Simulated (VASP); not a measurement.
Set up this calculation in VASP 6.6.1, as the native input.

```
Task                   : single point
Functional             : PBE
Potentials or basis    : VASP PAW PBE potentials, release 64 (Zn, Re)
Cutoff                 : 520 eV
k mesh                 : 24 × 24 × 12
Occupations            : gaussian, width 0.1 eV
Spin                   : no spin polarisation
Dipole correction      : no
Further INCAR settings : ALGO = Fast; EDIFF = 1e-07; NBANDS = 16
```

The structure of ZnRe lies in POSCAR:

```
ZnRe
1.0
    2.7431120854      0.0000000000      0.0000000000
   -1.3715560427      2.3756047514      0.0000000000
    0.0000000000      0.0000000000      4.4773604783
Zn Re
1 1
Direct
    0.0000000000      0.0000000000      0.0000000000
    0.3333333333      0.6666666667      0.5000000000
```

The input as run:

INCAR

```
SYSTEM = ZnRe
PREC = Accurate
ENCUT = 520
EDIFF = 1E-7
ISMEAR = 0
SIGMA = 0.1
LREAL = .False.
LASPH = .True.
NELM = 100
ALGO = Fast
ISIF = 2
LWAVE = .False.
LCHARG = .True.
GGA = PE
LELF = .True.
LVHAR = .True.
NBANDS = 16
```

KPOINTS

```
regular mesh
0
Gamma
  24 24 12
  0 0 0
```

Potentials or basis: VASP PAW PBE potentials, release 64 (Zn, Re).

Command:

```bash
$ cat potpaw_PBE.64/Zn/POTCAR potpaw_PBE.64/Re/POTCAR > POTCAR
$ mpirun -np 1 vasp_std > vasp.out
```

Results of the run:

```json
{
 "Pressure": "0.0 GPa"
}
```

Wall time 95 s on 1 thread of Intel(R) Xeon(R) 6975P-C (Granite Rapids), on a shared host, peak memory 0.32 GiB.
